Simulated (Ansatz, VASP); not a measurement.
# Two plane-wave programs on LiF

```
CELL_PARAMETERS angstrom
0.00000 1.91330 2.11470
1.91330 0.00000 2.11470
1.91330 1.91330 0.00000
ATOMIC_POSITIONS crystal
Li 0.00000 0.00000 0.00000
F 0.50000 0.50000 0.50000
```

Change from the starting cell: strain -0.050 along x and y, +0.050 along z, atoms carried along.

Alike in both runs: task single point; functional LDA; k mesh 10 × 10 × 10; occupations gaussian, width 0.05 eV; no spin polarisation.

```csv
,VASP,Ansatz
version,VASP 6.6.1,Ansatz 0.2.0
potentials or method,"VASP PAW LDA potentials, release 64 (Li_sv, F), cutoff 520 eV","scalar-relativistic, plane waves, PAW"
valence electrons in the cell,10,10
```

|  | VASP | Ansatz | Ansatz less VASP |
| --- | --- | --- | --- |
| gap on the k mesh at the Fermi level (eV) | 9.17 | 9.18 | +0.009 |
| least direct gap on the mesh (eV) | 9.17 | 9.18 | +0.009 |

LDA's correlation is that of Perdew and Zunger in VASP and of Perdew and Wang (1992) in Ansatz.

Noted on VASP's run: the cutoff is short for stress, so the pressure is rough.
